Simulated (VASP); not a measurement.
Input of a VASP 6.6.1 run:

INCAR

```
PREC = Accurate ; ENCUT = 520
EDIFF = 1E-6 ; ISMEAR = -1
SIGMA = 0.02 ; LREAL = F
LASPH = T ; NELM = 60
ALGO = Normal ; ISIF = 2
LWAVE = F ; LCHARG = T
GGA = PS ; LELF = T
LVHAR = T ; NBANDS = 16
```

The input KPOINTS:

```
regular mesh
0
Gamma
  13 13 13
```

Contents of POSCAR:

```
GaN
1.0
    0.0000000000      1.9925000000      1.9925000000
    1.9925000000      0.0000000000      1.9925000000
    1.9925000000      1.9925000000      0.0000000000
Ga N
1 1
Direct
    0.5000000000      0.5000000000      0.5000000000
    0.0000000000      0.0000000000      0.0000000000
```

Potentials or basis: VASP PAW PBE potentials, release 64 (Ga_d, N).

Launch:

```console
$ cat potpaw_PBE.64/Ga_d/POTCAR potpaw_PBE.64/N/POTCAR > POTCAR
$ mpirun -np 1 vasp_std > vasp.out
```

(1) What does it give for the pressure?

(2) Predict the band gap on the k mesh.

Answers

(1) 59.4 GPa.

(2) 1.82 eV (least direct gap 5.22 eV).

Caveat: the cell stands under pressure; the PAW data sets were made with another functional, which shifts forces and pressure a little; an odd mesh through Γ misses points on the zone boundary, where band edges can lie.
